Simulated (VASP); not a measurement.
Here is a VASP 6.6.1 calculation.

INCAR

```
  ALGO = Normal
  EDIFF = 1E-6
  ENCUT = 520
  GGA = PE
  ISIF = 2
  ISMEAR = -5
  LASPH = True
  LCHARG = False
  LREAL = False
  LWAVE = False
  NBANDS = 11
  NELM = 60
  PREC = Accurate
  SIGMA = 0.1
```

KPOINTS

```
k-points
0
Gamma
  11 11 11
```

File POSCAR:

```
Si
1.0
    0.0000000000      2.7154700000      2.7154700000
    2.7154700000      0.0000000000      2.7154700000
    2.7154700000      2.7154700000      0.0000000000
Si
2
Direct
    0.5000000000      0.5000000000      0.5000000000
    0.7500000000      0.7500000000      0.7500000000
```

Potentials or basis: VASP PAW PBE potentials, release 64 (Si).

Run with:

```bash
$ cat potpaw_PBE.64/Si/POTCAR > POTCAR
$ mpirun -np 1 vasp_std > vasp.out
```

(1) Estimate the pressure.

(2) Estimate the band gap on the k mesh.

Answers

(1) 1.9 GPa.

(2) 0.60 eV, indirect (least direct gap 2.57 eV).
